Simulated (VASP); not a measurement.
Wanted: the native input for a VASP 6.6.1 run.

```yaml
Task: single point
Functional: RPBE
Potentials_or_basis: VASP PAW PBE potentials, release 64 (Cl, Li_sv)
Cutoff: 520 eV
k_mesh: 9 × 9 × 9
Occupations: fermi-dirac, width 0.05 eV
Spin: no spin polarisation
Dipole_correction: no
Further_INCAR_settings: ALGO = Normal; EDIFF = 1e-07; NBANDS = 12
```

The structure of LiCl lies in POSCAR:

```
LiCl
1.0
    0.0000000000      2.6299293334      2.6299293334
    2.6299293334      0.0000000000      2.6299293334
    2.6299293334      2.6299293334      0.0000000000
Cl Li
1 1
Direct
    0.5000000000      0.5000000000      0.5000000000
    0.0000000000      0.0000000000      0.0000000000
```

The input as run:

INCAR

```
SYSTEM = LiCl
  ALGO = Normal
  EDIFF = 1E-7
  ENCUT = 520
  GGA = RP
  ISIF = 2
  ISMEAR = -1
  LASPH = .True.
  LCHARG = .False.
  LREAL = .False.
  LWAVE = .False.
  NBANDS = 12
  NELM = 60
  PREC = Accurate
  SIGMA = 0.05
```

KPOINTS

```
k-points
0
Gamma
  9 9 9
  0 0 0
```

Potentials or basis: VASP PAW PBE potentials, release 64 (Cl, Li_sv).

Launch:

```bash
$ cat potpaw_PBE.64/Cl/POTCAR potpaw_PBE.64/Li_sv/POTCAR > POTCAR
$ mpirun -np 1 vasp_std > vasp.out
```

Results of the run:

```
Band gap on the k mesh : 6.20 eV, direct
```

Run time: 6.7 s on 1 thread of Intel(R) Xeon(R) 6975P-C (Granite Rapids), on a shared host, peak memory 0.14 GiB.
